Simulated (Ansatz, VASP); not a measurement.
# One calculation of HgTe, two programs

```
CELL_PARAMETERS angstrom
0.00000 3.00952 3.00952
3.00952 0.00000 3.00952
3.00952 3.00952 0.00000
ATOMIC_POSITIONS crystal
Hg 0.00000 0.00000 0.00000
Te 0.50000 0.50000 0.50000
```

Change from the starting cell: volume scaled by 0.94, LAPW.

Alike in both runs: task single point; functional PBE; k mesh 12 × 12 × 12; occupations fermi-dirac, width 0.1 eV; no spin polarisation.

```csv
,VASP,Ansatz
version,VASP 6.6.1,Ansatz 0.2.0
potentials or method,"VASP PAW PBE potentials, release 64 (Hg, Te), cutoff 520 eV","all-electron LAPW, scalar-relativistic"
```

VASP gave:

- pressure (GPa): 3.5

Estimate Ansatz's values.

pressure (GPa): 3.4.

Ansatz ran all-electron here, and VASP with PAW potentials.

Spin-orbit coupling is off throughout.
